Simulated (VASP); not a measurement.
# Si (a cell with a defect) in VASP: single point with PBE

Aim: the single point of Si (a cell with a defect) with PBE.

All numbers are computed with VASP 6.6.1; they aren't measurements. Logs are shortened: lines on timing, memory, paths and dates and some standing lists are left out, and cuts for length are marked.

**1. The cell of the first run**

The cell holds a defect, 31 atoms: a = 9.474 Å, b = 9.474 Å, c = 9.474 Å, α = 109.47°, β = 109.47°, γ = 109.47°.

**2. Single point, PBE**

Contents of INCAR:

```
  ALGO = Normal
  EDIFF = 1E-6
  ENCUT = 520
  GGA = PE
  ISIF = 2
  ISMEAR = 0
  LASPH = True
  LCHARG = False
  LREAL = Auto
  LWAVE = False
  NBANDS = 83
  NELECT = 126.0
  NELM = 60
  PREC = Accurate
  SIGMA = 0.02
```

Contents of KPOINTS:

```
Automatic mesh
0
Gamma
  2 2 2
  0.5 0.5 0.5
```

Contents of POSCAR:

```
Si
1.0
    5.4700937548      5.4700937548      5.4700937548
    5.4700937548     -5.4700937548     -5.4700937548
   -5.4700937548      5.4700937548     -5.4700937548
Si
31
Direct
    0.6162408089      0.7500003992      0.2500003768
   -0.0087470164      0.7499992110      0.0058907583
    0.7492526973      0.4981805838      0.4968136054
    0.2529499606      0.7500001250      0.7483996040
   -0.0087454625      0.5058913291      0.2499994628
    0.5166122605      0.7500000336      0.4818308640
    0.2847836015      0.5181712832      0.0181712608
    0.7545503213      0.2516006236      0.7516004632
    0.0010723765      0.2486353180      0.5018211064
    0.5024363609      0.5031836973      0.7513639042
    0.7492521488     -0.0031869655     -0.0018199871
    0.2529499606      0.2483998558      0.2500000112
    0.5024370922      0.2513647959      0.0031840405
    0.0010724679      0.0018209926      0.7486362544
    0.2353600428     -0.0058907583      0.4941095384
    0.5166122605     -0.0181680615      0.2500000112
    0.7330490444      0.7499968344      0.0205342001
    0.5022515378      0.5019951436      0.5012995431
   -0.0017768434      0.7500007649      0.7511516592
    0.7330506898      0.5205351366      0.2499977261
    0.2570174412      0.7500006735      0.4931910898
    0.0138273681      0.5068084066      0.0068082014
    0.4970710050      0.2488473801      0.7488472197
    0.7502564278      0.2493054162      0.4980049926
    0.2509515488      0.4987005017      0.7506959083
    0.5022515378      0.0012998863      0.0019949384
   -0.0017773004      0.2511508142      0.2500005596
    0.2509519145      0.2506961602     -0.0012992465
    0.7502560621     -0.0019952126      0.7493050730
   -0.0374865604     -0.0205349314      0.4794660051
    0.2570163443     -0.0068094811      0.2500004682
```

Potentials or basis: VASP PAW PBE potentials, release 64 (Si).

Run with:

```sh
$ cat potpaw_PBE.64/Si/POTCAR > POTCAR
$ mpirun -np 1 vasp_std > vasp.out
```

OUTCAR:

```text
EDIFF = 1E-6
   ENCUT = 520
   GGA = PE
   ISIF = 2
   ISMEAR = 0
   LASPH = True
   LREAL = Auto
   NELECT = 126.0
   NELM = 60
   PREC = Accurate

 ion  position               nearest neighbor table
   1  0.616  0.750  0.250-   7 2.66   6 2.66  16 2.66  30 2.75  17 2.75  20 2.75
   2  0.991  0.750  0.006-  31 2.39  22 2.39  19 2.44  17 2.50
   3  0.749  0.498  0.497-  24 2.36  18 2.37  20 2.38  19 2.39
   4  0.253  0.750  0.748-  26 2.38  25 2.38  19 2.42  21 2.43
   5  0.991  0.506  0.250-  21 2.39  22 2.39  27 2.44  20 2.50
   6  0.517  0.750  0.482-  18 2.38  29 2.38  21 2.50   1 2.66
   7  0.285  0.518  0.018-  28 2.38  25 2.38  22 2.50   1 2.66
[... 22 lines left out ...]
  30  0.963  0.979  0.479-  14 2.38   9 2.38  15 2.50   1 2.75
  31  0.257  0.993  0.250-   2 2.39  15 2.39  12 2.43  16 2.50

  LATTYP: Found a body centered cubic cell.
 ALAT       =    10.9401875096

  Lattice vectors:

 A1 = (   5.4700937548,   5.4700937548,   5.4700937548)
 A2 = (   5.4700937548,  -5.4700937548,  -5.4700937548)
 A3 = (  -5.4700937548,   5.4700937548,  -5.4700937548)

Analysis of symmetry for initial positions (statically):
=====================================================================
 Subroutine PRICEL returns:
 Original cell was already a primitive cell.

 Routine SETGRP: Setting up the symmetry group for a
 body centered cubic supercell.

 Subroutine GETGRP returns: Found  6 space group operations
 (whereof  1 operations were pure point group operations)
 out of a pool of 48 trial point group operations.

The static configuration has the point symmetry C_1 .
 The point group associated with its full space group is C_3v.

Analysis of symmetry for dynamics (positions and initial velocities):
=====================================================================
 Subroutine PRICEL returns:
 Original cell was already a primitive cell.

 Routine SETGRP: Setting up the symmetry group for a
 body centered cubic supercell.

 Subroutine GETGRP returns: Found  6 space group operations
 (whereof  1 operations were pure point group operations)
 out of a pool of 48 trial point group operations.

The dynamic configuration has the point symmetry C_1 .
 The point group associated with its full space group is C_3v.

 Subroutine INISYM returns: Found  6 space group operations
 (whereof  1 operations are pure point group operations),
 and found     1 'primitive' translations

[... 142 lines left out ...]
   EMIN   =  10.00;   EMAX   =-10.00  energy-range for DOS
   EFERMI =   0.00;   METHOD = LEGACY
   ISMEAR =     0;   SIGMA  =   0.02  broadening in eV -4-tet -1-fermi 0-gaus
   EFERMI_NEDOS =   21; number of points for ismear=-14 and -15
   IALGO  =     38    algorithm
   IMIX   =      4    mixing-type and parameters
     AMIX     =   0.40;   BMIX     =  1.00
     AMIX_MAG =   1.60;   BMIX_MAG =  1.00
  volume/ion in A,a.u.               =      21.12       142.52
  Fermi-wavevector in a.u.,A,eV,Ry     =   0.945185  1.786141 12.155106  0.893375
  Thomas-Fermi vector in A             =   2.073062
   LORBIT       =      0    0 simple, 1 ext, 2 COOP (PROOUT), +10 PAW based schemes
   GGA     = PE    functional components
   LHFCALC =     F    Hartree Fock is set to
   AEXX    =    0.0000 exact exchange contribution
   IVDW    =     0    specifies the selected vdW correction
   LEPSILON=     F    determine dielectric tensor
   LRPA    =     F    only Hartree local field effects (RPA)
 non-spin polarized calculation
 Gauss-broadening in eV      SIGMA  =   0.02
  energy-cutoff  :      520.00
  volume of cell :      654.70
 maximum number of plane-waves:     17628
 NGX is ok and might be reduce to    70
   NGX = 35   NGY = 35   NGZ = 35

 number of electron     126.0000002 magnetization

 Free energy of the ion-electron system (eV)
  ---------------------------------------------------
  ext. energy  EPLUGINS =         0.00000000
  ---------------------------------------------------
  free energy    TOTEN  =      -152.97892973 eV

  energy without entropy =     -152.97892973  energy(sigma->0) =     -152.97892973

 E-fermi :   5.6582     XC(G=0):  -9.3054

 val. band max:        5.5333659800   @ k =   0.2500   0.2500   0.2500
 cond. band min:       5.7826062605   @ k =  -0.2500   0.2500   0.2500
 fundamental gap:      0.2492402805
 Fermi energy:         5.6581582180

 k-point     1 :       0.2500    0.2500    0.2500
  band No.  band energies     occupation
      1      -5.5957      2.00000
      2      -5.5956      2.00000
      3      -5.5345      2.00000
      4      -5.3725      2.00000
      5      -3.8187      2.00000
      6      -3.8187      2.00000
[... 67 lines left out ...]
     74       7.0587      0.00000
     75       7.0587      0.00000

 k-point     2 :      -0.2500    0.2500    0.2500
  band No.  band energies     occupation
      1      -6.0463      2.00000
      2      -5.0945      2.00000
      3      -5.0607      2.00000
      4      -4.9790      2.00000
      5      -4.9366      2.00000
      6      -4.2574      2.00000
[... 67 lines left out ...]
     74       7.7450      0.00000
     75       7.8382      0.00000
 [bands above 75 left out]

------------------------ aborting loop because EDIFF is reached ----------------------------------------

  FORCE on cell =-STRESS in cart. coord.  units (eV):
  Direction    XX          YY          ZZ          XY          YZ          ZX
  --------------------------------------------------------------------------------------
  -------------------------------------------------------------------------------------
  Total        5.5654790      5.5654790      5.5654790     -6.8963592     -6.8963592     -6.8963592
  in kB       13.6197404     13.6197404     13.6197404    -16.8766464    -16.8766464    -16.8766464
  external PRESSURE =      13.6197404 kB  Pullay stress =       0.0000000 kB

 VOLUME and BASIS-vectors are now :
 -----------------------------------------------------------------------------
  energy-cutoff  :      520.00
  volume of cell :      654.70
      direct lattice vectors                 reciprocal lattice vectors
     5.470093755  5.470093755  5.470093755     0.091406112  0.091406112  0.000000000
     5.470093755 -5.470093755 -5.470093755     0.091406112  0.000000000 -0.091406112
    -5.470093755  5.470093755 -5.470093755     0.000000000  0.091406112 -0.091406112

 POSITION                                       TOTAL-FORCE (eV/Angst)
 -----------------------------------------------------------------------------------
      6.10594      0.63585     -2.09920         0.019656      0.019656      0.019656
      9.49259      1.35190      1.28746         0.002535      0.018746      0.002535
      4.10596      4.09101     -1.34423        -0.017887      0.006467     -0.017612
      1.39241      1.37490     -6.81273        -0.008003     -0.019820     -0.008003
      6.82201      4.02250      1.28746         0.018746      0.002535      0.002535
      4.29283      1.35901     -3.91231        -0.008337     -0.009989     -0.008337
[... 23 lines left out ...]
      8.00008      2.53000     -2.71545         0.028756      0.028756     -0.007205
      5.47122     -2.65942     -5.39447         0.017765      0.014323      0.014323
 -----------------------------------------------------------------------------------
    total drift:                               -0.022673      0.021780      0.020998

  FREE ENERGIE OF THE ION-ELECTRON SYSTEM (eV)
  ---------------------------------------------------
  free  energy   TOTEN  =      -152.9789297310 eV

  energy  without entropy=     -152.9789297310  energy(sigma->0) =     -152.97892973
```

OSZICAR:

```text
N       E                     dE             d eps       ncg     rms          rms(c)
DAV:   1     0.335606034604E+03    0.33561E+03   -0.47900E+04   332   0.125E+03
DAV:   2    -0.121761004693E+03   -0.45737E+03   -0.43297E+03   394   0.178E+02
DAV:   3    -0.155041341886E+03   -0.33280E+02   -0.32606E+02   408   0.424E+01
DAV:   4    -0.155832826684E+03   -0.79148E+00   -0.78634E+00   400   0.805E+00
DAV:   5    -0.155857179893E+03   -0.24353E-01   -0.24325E-01   400   0.137E+00    0.176E+01
DAV:   6    -0.153676780000E+03    0.21804E+01   -0.17760E+00   384   0.317E+00    0.107E+01
DAV:   7    -0.152968995003E+03    0.70778E+00   -0.24851E+00   408   0.366E+00    0.102E+00
DAV:   8    -0.152970960103E+03   -0.19651E-02   -0.24501E-01   376   0.140E+00    0.789E-01
DAV:   9    -0.152977200082E+03   -0.62400E-02   -0.27348E-02   360   0.450E-01    0.262E-01
DAV:  10    -0.152978141125E+03   -0.94104E-03   -0.29012E-03   416   0.137E-01    0.151E-01
DAV:  11    -0.152978879994E+03   -0.73887E-03   -0.10083E-03   344   0.968E-02    0.553E-02
DAV:  12    -0.152978924243E+03   -0.44249E-04   -0.10893E-04   368   0.310E-02    0.251E-02
DAV:  13    -0.152978928842E+03   -0.45984E-05   -0.13600E-05   408   0.104E-02    0.147E-02
DAV:  14    -0.152978930346E+03   -0.15048E-05   -0.30457E-06   288   0.512E-03    0.320E-03
DAV:  15    -0.152978929731E+03    0.61534E-06   -0.89118E-07   216   0.316E-03
   1 F= -.15297893E+03 E0= -.15297893E+03  d E =-.196965E-18
```

stdout:

```text
POSCAR found type information on POSCAR Si
 POSCAR found :  1 types and      31 ions
 scaLAPACK will be used
 LDA part: xc-table for (Slater+PW92), standard interpolation
 POSCAR, INCAR and KPOINTS ok, starting setup
 FFT: planning ... GRIDC
 FFT: planning ... GRID_SOFT
 FFT: planning ... GRID
 WAVECAR not read
 entering main loop
 the old and the new charge density differ
 old charge density:   124.00000 new  126.00000
    0.176E+01
```

Wall time 6 min (1 thread of Oxide Virtual Turin-like, shared host); peak memory 0.61 GiB.

What came out:

- Free energy: -152.9789 eV
- Largest force: 0.041 eV/Å

Forces in eV/Å, atoms in the order of the input:
```
Si   0.020  0.020  0.020
Si   0.003  0.019  0.003
Si  -0.018  0.006 -0.018
Si  -0.008 -0.020 -0.008
Si   0.019  0.003  0.003
Si  -0.008 -0.010 -0.008
Si  -0.008 -0.008 -0.010
Si  -0.008 -0.008 -0.020
Si   0.006 -0.018 -0.018
Si  -0.018 -0.018  0.006
Si   0.006 -0.018 -0.018
Si  -0.020 -0.008 -0.008
Si  -0.018 -0.018  0.006
Si  -0.018  0.006 -0.018
Si   0.003  0.003  0.019
Si  -0.010 -0.008 -0.008
Si   0.029 -0.007  0.029
Si   0.006  0.015 -0.017
Si  -0.018  0.008 -0.018
Si  -0.007  0.029  0.029
Si   0.014  0.018  0.014
Si   0.014  0.014  0.018
Si  -0.018 -0.018  0.008
Si   0.015 -0.017  0.006
Si  -0.017  0.006  0.015
Si   0.015  0.006 -0.017
Si   0.008 -0.018 -0.018
Si   0.006 -0.017  0.015
Si  -0.017  0.015  0.006
Si   0.029  0.029 -0.007
Si   0.018  0.014  0.014
```

Caveat: the cell carries a net charge on a neutralising background, which shifts energy and pressure; the cell is charged against a uniform background, so pressure and absolute levels hang on convention.
